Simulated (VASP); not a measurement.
The system is CaMgF4.

```
CELL_PARAMETERS angstrom
0.00000 3.57379 3.57379
3.57379 0.00000 3.57379
3.57379 3.57379 0.00000
ATOMIC_POSITIONS crystal
Ca 0.25000 0.25000 0.25000
Mg 0.00000 0.00000 0.00000
F 0.62602 0.62602 0.62602
F 0.62602 0.62602 0.12194
F 0.62602 0.12194 0.62602
F 0.12194 0.62602 0.62602
```

```yaml
Program: VASP 6.6.1
Task: relaxation of cell and atoms
Functional: PBEsol
Potentials_or_basis: VASP PAW PBE potentials, release 64 (Ca_sv, Mg, F)
Cutoff: 600 eV
k_mesh: 6 × 6 × 6
Occupations: fermi-dirac, width 0.03 eV
Spin: no spin polarisation
```

At the start: pressure -11.3 GPa; volume 15.21 Å³/atom.

Problem. How do energy, volume and symmetry change on relaxing?

Solution. Over 8 steps the energy falls by 156.9 meV/atom and the volume is 11.76 Å³/atom (-22.7 %); space group F-43m (No. 216, to 0.1 Å) before and after.

The path:
```tsv
step	energy change (eV)	largest force (eV/Å)	pressure (GPa)	volume (Å³)
1	0.0000	0.1649	-11.30	91.29
2	-0.7821	0.0762	-6.28	77.83
3	-0.9386	0.0201	-0.97	71.35
4	-0.9412	0.0408	0.14	70.33
5	-0.9410	0.0328	-0.29	70.71
6	-0.9411	0.0145	-0.27	70.69
7	-0.9412	0.0047	-0.27	70.70
8	-0.9413	0.0008	-0.10	70.54
```

Final structure:
```
CELL_PARAMETERS angstrom
0.00000 3.27950 3.27950
3.27950 0.00000 3.27950
3.27950 3.27950 0.00000
ATOMIC_POSITIONS crystal
Ca 0.25000 0.25000 0.25000
Mg 0.00000 0.00000 0.00000
F 0.62511 0.62511 0.62511
F 0.62511 0.62511 0.12467
F 0.62511 0.12467 0.62511
F 0.12467 0.62511 0.62511
```

Caveat: the volume moved by over 15 % at a fixed basis, so the end points are rough; the PAW data sets were made with another functional, which shifts forces and pressure a little.
